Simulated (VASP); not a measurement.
Runs of VASP 6.6.1 on Al. The structure is that of space group P6_3/mmc (No. 194), or close to it. The cells are those of the table. This isn't the form of Al at room conditions, which is fcc.

```tsv
cell	gap on the mesh (eV)	pressure (GPa)
a = 2.854, b = 2.854, c = 9.241 Å, angles 90.0, 90.0, 120.0°, 4 atoms	none	(b)
a = 2.736, b = 2.736, c = 10.040 Å, angles 90.0, 90.0, 120.0°, 4 atoms	none	-0.6
a = 2.696, b = 2.696, c = 10.439 Å, angles 90.0, 90.0, 120.0°, 4 atoms	none	0.3
a = 2.775, b = 2.775, c = 10.439 Å, angles 90.0, 90.0, 120.0°, 4 atoms	none	(a)
a = 2.972, b = 2.972, c = 10.838 Å, angles 90.0, 90.0, 120.0°, 4 atoms	none	-11.6
```

Alike in all rows: task single point; level PBE+D3(BJ); potentials or basis VASP PAW PBE potentials, release 64 (Al); no spin polarisation; k mesh 18 × 18 × 4; cutoff (eV) 520; smearing gaussian 0.15 eV.

Problem. Fill in the values left out.

Solution. (a) -4.7; (b) -2.3.

Caveats: the cell stands under tension (at least some runs).

A gap of «none» marks levels without a gap at the run's occupations.
